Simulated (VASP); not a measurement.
# BAs (Fm-3m) in VASP: single point with PBE

Aim: the single point of BAs with PBE.

All numbers are computed with VASP 6.6.1; they aren't measurements. Logs are shortened: lines on timing, memory, paths and dates and some standing lists are left out, and cuts for length are marked.

**1. The cell of the first run**

The structure is cubic, space group Fm-3m (No. 225). Conventional cell: a = 5.001 Å, b = 5.001 Å, c = 5.001 Å, α = 90.00°, β = 90.00°, γ = 90.00°. Within 3.3 Å of B (site symmetry m-3m) lie 6 As at 2.50 Å. As (site symmetry m-3m) has 6 B at 2.50 Å within 3.3 Å.

**2. Single point, PBE (Al replaced by B, lengths x 0.907, strained)**

INCAR reads:

```
PREC = Accurate ; ENCUT = 500
EDIFF = 1E-6 ; ISMEAR = 0
SIGMA = 0.1 ; LREAL = False
LASPH = True ; NELM = 120
ALGO = Normal ; ISIF = 2
LWAVE = False ; LCHARG = False
GGA = PE ; NBANDS = 11
GGA_COMPAT = False
```

KPOINTS reads:

```
regular mesh
0
Gamma
  6 6 6
```

POSCAR reads:

```
BAs
1.0
    0.0000000000      2.5005741623      2.5005741623
    2.5005741623      0.0000000000      2.5005741623
    2.5005741623      2.5005741623      0.0000000000
B As
1 1
Direct
    0.5000000000      0.5000000000      0.5000000000
    0.0000000000      0.0000000000      0.0000000000
```

Potentials or basis: VASP PAW PBE potentials, release 64 (B, As).

Command:

```
cat potpaw_PBE.64/B/POTCAR potpaw_PBE.64/As/POTCAR > POTCAR
mpirun -np 1 vasp_std > vasp.out
```

OUTCAR:

```text
PREC = Accurate
   ENCUT = 500
   EDIFF = 1E-6
   ISMEAR = 0
   LREAL = False
   LASPH = True
   NELM = 120
   ISIF = 2
   GGA = PE

 ion  position               nearest neighbor table
   1  0.500  0.500  0.500-   2 2.50   2 2.50   2 2.50   2 2.50   2 2.50   2 2.50
   2  0.000  0.000  0.000-   1 2.50   1 2.50   1 2.50   1 2.50   1 2.50   1 2.50

  LATTYP: Found a face centered cubic cell.
 ALAT       =     5.0011483246

  Lattice vectors:

 A1 = (   0.0000000000,   2.5005741623,   2.5005741623)
 A2 = (   2.5005741623,   0.0000000000,   2.5005741623)
 A3 = (   2.5005741623,   2.5005741623,   0.0000000000)

Analysis of symmetry for initial positions (statically):
=====================================================================
 Subroutine PRICEL returns:
 Original cell was already a primitive cell.

 Routine SETGRP: Setting up the symmetry group for a
 face centered cubic supercell.

 Subroutine GETGRP returns: Found 48 space group operations
 (whereof 48 operations were pure point group operations)
 out of a pool of 48 trial point group operations.

The static configuration has the point symmetry O_h .

Analysis of symmetry for dynamics (positions and initial velocities):
=====================================================================
 Subroutine PRICEL returns:
 Original cell was already a primitive cell.

 Routine SETGRP: Setting up the symmetry group for a
 face centered cubic supercell.

 Subroutine GETGRP returns: Found 48 space group operations
 (whereof 48 operations were pure point group operations)
 out of a pool of 48 trial point group operations.

The dynamic configuration has the point symmetry O_h .

 Subroutine INISYM returns: Found 48 space group operations
 (whereof 48 operations are pure point group operations),
 and found     1 'primitive' translations

----------------------------------------------------------------------------------------

                                     Primitive cell

  volume of cell :      31.2715

  direct lattice vectors                    reciprocal lattice vectors
     0.000000000  2.500574162  2.500574162    -0.199954078  0.199954078  0.199954078
     2.500574162  0.000000000  2.500574162     0.199954078 -0.199954078  0.199954078
     2.500574162  2.500574162  0.000000000     0.199954078  0.199954078 -0.199954078

  length of vectors
     3.536345894  3.536345894  3.536345894     0.346330622  0.346330622  0.346330622

  position of ions in fractional coordinates (direct lattice)
     0.500000000  0.500000000  0.500000000
     0.000000000  0.000000000  0.000000000

  ion indices of the primitive-cell ions
   primitive index   ion index
                 1           1
[... 76 lines left out ...]
   NUPDOWN=      -1.0000    fix difference up-down
   EMIN   =  10.00;   EMAX   =-10.00  energy-range for DOS
   EFERMI =   0.00;   METHOD = LEGACY
   ISMEAR =     0;   SIGMA  =   0.10  broadening in eV -4-tet -1-fermi 0-gaus
   EFERMI_NEDOS =   21; number of points for ismear=-14 and -15
   IALGO  =     38    algorithm
   IMIX   =      4    mixing-type and parameters
     AMIX     =   0.40;   BMIX     =  1.00
     AMIX_MAG =   1.60;   BMIX_MAG =  1.00
  volume/ion in A,a.u.               =      15.64       105.52
  Fermi-wavevector in a.u.,A,eV,Ry     =   1.039254  1.963906 14.694961  1.080049
  Thomas-Fermi vector in A             =   2.173776
   LORBIT       =      0    0 simple, 1 ext, 2 COOP (PROOUT), +10 PAW based schemes
   GGA     = PE    functional components
   LHFCALC =     F    Hartree Fock is set to
   AEXX    =    0.0000 exact exchange contribution
   IVDW    =     0    specifies the selected vdW correction
   LEPSILON=     F    determine dielectric tensor
   LRPA    =     F    only Hartree local field effects (RPA)
 non-spin polarized calculation
 Gauss-broadening in eV      SIGMA  =   0.10
  energy-cutoff  :      500.00
  volume of cell :       31.27
 maximum number of plane-waves:       821
 NGX is ok and might be reduce to    28
   NGX = 13   NGY = 13   NGZ = 13

 number of electron       8.0000001 magnetization

 Free energy of the ion-electron system (eV)
  ---------------------------------------------------
  ext. energy  EPLUGINS =         0.00000000
  ---------------------------------------------------
  free energy    TOTEN  =        -9.10256213 eV

  energy without entropy =       -9.09031404  energy(sigma->0) =       -9.09643809

 E-fermi :   4.7812     XC(G=0): -10.3938

 val. band max:        4.7509899968   @ k =   0.3333   0.1667   0.0000
 cond. band min:       4.8675751501   @ k =  -0.3333   0.1667   0.0000
 fundamental gap:      0.1165851532
 Fermi energy:         4.7812416481

 k-point     1 :       0.0000    0.0000    0.0000
  band No.  band energies     occupation
      1      -9.0656      2.00000
      2       4.6938      1.78369
      3       4.6938      1.78369
      4       4.6938      1.78369
      5       5.2686      0.00000
      6      10.8456      0.00000
      7      10.8456      0.00000
      8      10.8457      0.00000
      9      13.3490      0.00000
     10      13.3490      0.00000
     11      13.3490      0.00000
[... 197 lines left out ...]
 k-point    16 :      -0.3333    0.5000    0.1667
  band No.  band energies     occupation
      1      -5.2405      2.00000
      2      -1.0082      2.00000
      3      -0.8022      2.00000
      4       0.6949      2.00000
      5       5.1858      0.00000
      6       9.8175      0.00000
      7      11.4240      0.00000
      8      13.4164      0.00000
      9      14.0630      0.00000
     10      16.8486      0.00000
     11      22.3624      0.00000

------------------------ aborting loop because EDIFF is reached ----------------------------------------

  FORCE on cell =-STRESS in cart. coord.  units (eV):
  Direction    XX          YY          ZZ          XY          YZ          ZX
  --------------------------------------------------------------------------------------
  -------------------------------------------------------------------------------------
  Total       -3.5393407     -3.5393407     -3.5393407     -0.0000000     -0.0000000      0.0000000
  in kB     -181.3358766   -181.3358766   -181.3358766     -0.0000000     -0.0000000      0.0000000
  external PRESSURE =    -181.3358766 kB  Pullay stress =       0.0000000 kB

 VOLUME and BASIS-vectors are now :
 -----------------------------------------------------------------------------
  energy-cutoff  :      500.00
  volume of cell :       31.27
      direct lattice vectors                 reciprocal lattice vectors
     0.000000000  2.500574162  2.500574162    -0.199954078  0.199954078  0.199954078
     2.500574162  0.000000000  2.500574162     0.199954078 -0.199954078  0.199954078
     2.500574162  2.500574162  0.000000000     0.199954078  0.199954078 -0.199954078

 POSITION                                       TOTAL-FORCE (eV/Angst)
 -----------------------------------------------------------------------------------
      2.50057      2.50057      2.50057        -0.000000     -0.000000     -0.000000
      0.00000      0.00000      0.00000         0.000000      0.000000      0.000000
 -----------------------------------------------------------------------------------
    total drift:                                0.000000      0.000000      0.000000

  FREE ENERGIE OF THE ION-ELECTRON SYSTEM (eV)
  ---------------------------------------------------
  free  energy   TOTEN  =        -9.1025621306 eV

  energy  without entropy=       -9.0903140417  energy(sigma->0) =       -9.09643809
```

OSZICAR:

```text
N       E                     dE             d eps       ncg     rms          rms(c)
DAV:   1     0.975367169547E+01    0.97537E+01   -0.35011E+03   352   0.605E+02
DAV:   2    -0.858757305261E+01   -0.18341E+02   -0.17395E+02   467   0.932E+01
DAV:   3    -0.919771548097E+01   -0.61014E+00   -0.60265E+00   431   0.138E+01
DAV:   4    -0.919937134866E+01   -0.16559E-02   -0.16457E-02   403   0.823E-01
DAV:   5    -0.919937335474E+01   -0.20061E-05   -0.20066E-05   420   0.301E-02    0.252E+00
DAV:   6    -0.909565749389E+01    0.10372E+00   -0.47506E-01   373   0.230E+00    0.121E+00
DAV:   7    -0.910035155875E+01   -0.46941E-02   -0.32096E-02   394   0.987E-01    0.625E-01
DAV:   8    -0.910261340391E+01   -0.22618E-02   -0.40804E-03   373   0.391E-01    0.721E-02
DAV:   9    -0.910255996195E+01    0.53442E-04   -0.11570E-03   376   0.125E-01    0.407E-02
DAV:  10    -0.910256337441E+01   -0.34125E-05   -0.12004E-04   382   0.552E-02    0.728E-03
DAV:  11    -0.910256213641E+01    0.12380E-05   -0.81317E-06   406   0.145E-02    0.144E-03
DAV:  12    -0.910256213058E+01    0.58267E-08   -0.39738E-07   206   0.412E-03
   1 F= -.91025621E+01 E0= -.90964381E+01  d E =-.122481E-01
```

stdout:

```text
POSCAR found type information on POSCAR B As
 POSCAR found :  2 types and       2 ions
 scaLAPACK will be used
 LDA part: xc-table for (Slater+PW92), standard interpolation
 POSCAR, INCAR and KPOINTS ok, starting setup
 FFT: planning ... GRIDC
 FFT: planning ... GRID_SOFT
 FFT: planning ... GRID
 WAVECAR not read
 entering main loop
```

Run time: 11 s. Hardware: 1 thread of Intel Xeon 8259CL, shared host; peak memory 0.15 GiB.

What came out:

- Free energy: -9.1026 eV
- Pressure: -18.1 GPa
- Band gap on the k mesh: zero (band 4 reaches 5.95 eV, above the bottom of band 5 at 1.86 eV)

Caveat: the k points lie up to 0.36 Å⁻¹ apart; the cell differs from its parent crystal (Al replaced by B, lengths x 0.907, strained).
